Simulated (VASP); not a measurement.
# Cr: single point with LDA

Crystal: Cr.

```
Cr
1.0
     2.76723    0.00000    0.00000
    -1.38361    2.39649    0.00000
     0.00000    0.00000    4.49649
Cr
2
Direct
  0.66667 0.33333 0.75000
  0.33333 0.66667 0.25000
```

This isn't the form of Cr at room conditions, which is bcc.

```json
{
 "Program": "VASP 6.6.1",
 "Task": "single point",
 "Functional": "LDA",
 "Potentials or basis": "VASP PAW LDA potentials, release 64 (Cr_pv)",
 "Cutoff": "520 eV",
 "k mesh": "11 × 11 × 6",
 "Occupations": "fermi-dirac, width 0.05 eV",
 "Spin": "collinear spin, ferromagnetic start",
 "Starting moments": "[3.0, 3.0] μB"
}
```

```json
{
 "Pressure": "-41.6 GPa",
 "Net moment": "1.50 μB per cell",
 "Site moments": "Cr +0.69 μB",
 "Valence electrons inside the program's atomic spheres": "Cr 10.65"
}
```

Stress tensor (GPa, compression positive):
```
-42.96   0.00   0.00
  0.00 -42.96   0.00
  0.00   0.00 -38.85
```

Levels at points of the mesh, in eV from the Fermi level:
Spin up:
```tsv
k point	band 11	band 12	band 13	band 14	band 15	band 16
(0.00, 0.00, 0.00)	-0.53	-0.22	-0.22	0.20	0.20	0.48
(0.00, 0.00, 0.50)	-0.61	-0.61	-0.61	-0.61	1.02	1.02
```
Spin down:
| k point | band 8 | band 9 | band 10 | band 11 | band 12 | band 13 | band 14 | band 15 |
| --- | --- | --- | --- | --- | --- | --- | --- | --- |
| (0.00, 0.00, 0.00) | -2.91 | -0.02 | 0.01 | 0.01 | 0.36 | 0.36 | 0.72 | 0.80 |
| (0.00, 0.00, 0.50) | -4.66 | -0.53 | -0.53 | -0.04 | -0.04 | -0.04 | -0.04 | 1.64 |

Run time: 33 s on 1 thread of Intel(R) Xeon(R) 6975P-C (Granite Rapids), with other jobs on the host, peak memory 0.18 GiB.

Caveat: the cell stands under tension; an empty level that is flat over the whole mesh can mark a ghost state of the potentials, or a narrow d or f band.
